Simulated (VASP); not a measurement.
Input of a VASP 6.6.1 run:

INCAR

```
SYSTEM = LiCl
ALGO = Normal
EDIFF = 1E-7
EDIFFG = -0.005
ENCUT = 750
GGA = RE
GGA_COMPAT = .False.
IBRION = 2
ISIF = 3
ISMEAR = -1
IVDW = 13
LASPH = .True.
LCHARG = .False.
LREAL = .False.
LWAVE = .False.
NELM = 120
NELMIN = 4
NSW = 80
PREC = Accurate
SIGMA = 0.05
```

KPOINTS

```
k-points
0
Gamma
  9 9 9
  0 0 0
```

POSCAR

```
LiCl
1.0
    0.0000000000      2.5647700000      2.5647700000
    2.5647700000      0.0000000000      2.5647700000
    2.5647700000      2.5647700000      0.0000000000
Cl Li
1 1
Direct
    0.5000000000      0.5000000000      0.5000000000
    0.0000000000      0.0000000000      0.0000000000
```

Potentials or basis: VASP PAW PBE potentials, release 64 (Cl, Li_sv).

Run with:

```sh
$ cat potpaw_PBE.64/Cl/POTCAR potpaw_PBE.64/Li_sv/POTCAR > POTCAR
$ mpirun -np 1 vasp_std > vasp.out
```

Problem. Estimate the relaxed volume.

Solution. 16.51 Å³/atom.

Problem. Estimate the space group after relaxing (to 0.05 Å).

Solution. Fm-3m (No. 225).

Problem. Estimate the relaxed cell.

Solution. a = 3.601 Å, b = 3.601 Å, c = 3.601 Å, α = 60.00°, β = 60.00°, γ = 60.00°.

Problem. Predict the band gap on the k mesh.

Solution. 6.66 eV, direct.

The path:
```tsv
step	energy change (eV)	largest force (eV/Å)	pressure (GPa)	volume (Å³)
1	0.0000	0.0000	-0.73	33.74
2	-0.0013	0.0000	-0.38	33.37
3	-0.0018	0.0000	-0.03	33.01
```

Caveat: the PAW data sets were made with another functional, which shifts forces and pressure a little. A k mesh can miss the band edges.
